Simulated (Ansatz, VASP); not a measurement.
**Two plane-wave programs on Co**

File POSCAR:

```
Co
1.0
    0.0000000000      1.8250187104      1.8250187104
    1.8250187104      0.0000000000      1.8250187104
    1.8250187104      1.8250187104      0.0000000000
Co
1
Direct
    0.0000000000      0.0000000000      0.0000000000
```

The input INCAR.step1:

```
  PREC = Accurate
  ENCUT = 520
  ISMEAR = -1
  SIGMA = 0.05
  LREAL = False
  LASPH = True
  NELM = 150
  ISPIN = 2
  MAGMOM = 1.954
  LMAXMIX = 4
  NBANDS = 14
  GGA = PE
  ALGO = Normal
  EDIFF = 1E-4
  LWAVE = True
  LCHARG = False
```

Contents of INCAR.step2:

```
  PREC = Accurate
  ENCUT = 520
  EDIFF = 1E-6
  ISMEAR = -1
  SIGMA = 0.05
  LREAL = False
  LASPH = True
  NELM = 150
  ALGO = Normal
  ISIF = 2
  LWAVE = False
  LCHARG = True
  ISPIN = 2
  MAGMOM = 1.954
  LORBIT = 11
  LMAXMIX = 4
  METAGGA = R2SCAN
  LMIXTAU = True
  LELF = True
  LVHAR = True
  NBANDS = 14
  ISTART = 1
```

KPOINTS

```
Automatic mesh
0
Gamma
  17 17 17
```

Input for Ansatz:

```yaml
crystal:
  lattice:
    - [0.0, 1.8250187104, 1.8250187104]
    - [1.8250187104, 0.0, 1.8250187104]
    - [1.8250187104, 1.8250187104, 0.0]
  atoms:
    - { symbol: Co, position: [0.0, 0.0, 0.0], spin: 1.954 }
hamiltonian:
  xc: r2scan
  pseudopotentials:
    kind: paw
    azcp:
      Co: "pseudopotentials/Co.paw.azcp"
basis:
  ecutwfc: 500
  fft_grid_basis: typed
kpoints:
  mp_grid: { grid: [17, 17, 17], shift: [0, 0, 0] }
magnetization:
  spin_polarized: true
scf:
  occupations: { method: fermi_dirac, width: 0.05 }
  lower_state_search: "off"
output:
  stress: true
```

Alike in both runs: task single point; functional r2SCAN; k mesh 17 × 17 × 17; occupations fermi-dirac, width 0.05 eV; collinear spin.

|  | VASP | Ansatz |
| --- | --- | --- |
| version | VASP 6.6.1 | Ansatz 0.2.0 |
| potentials or method | VASP PAW PBE potentials, release 64 (Co), cutoff 520 eV | plane waves (500 eV) with PAW, scalar-relativistic |
| valence electrons in the cell | 9 | 17 |

Ansatz gave:

- pressure (GPa): -18.5
- net moment per atom (μB): 1.91
- size of the moment on the site where the two differ most (μB): 2.02

Problem. Which values does VASP return?

Solution. Pressure (GPa): -18.3; net moment per atom (μB): 1.89; size of the moment on the site where the two differ most (μB): 1.97.

VASP's potentials were made for PBE, not for r2SCAN. Site moments also hang on the region over which each program counts them. The functional is the same, so the differences come from potentials, cutoffs and numerics. VASP's potentials hold 9 valence electrons a cell and Ansatz's 17, so a difference there can come from the potentials and not from the codes. Ansatz's warnings: stability check not made.
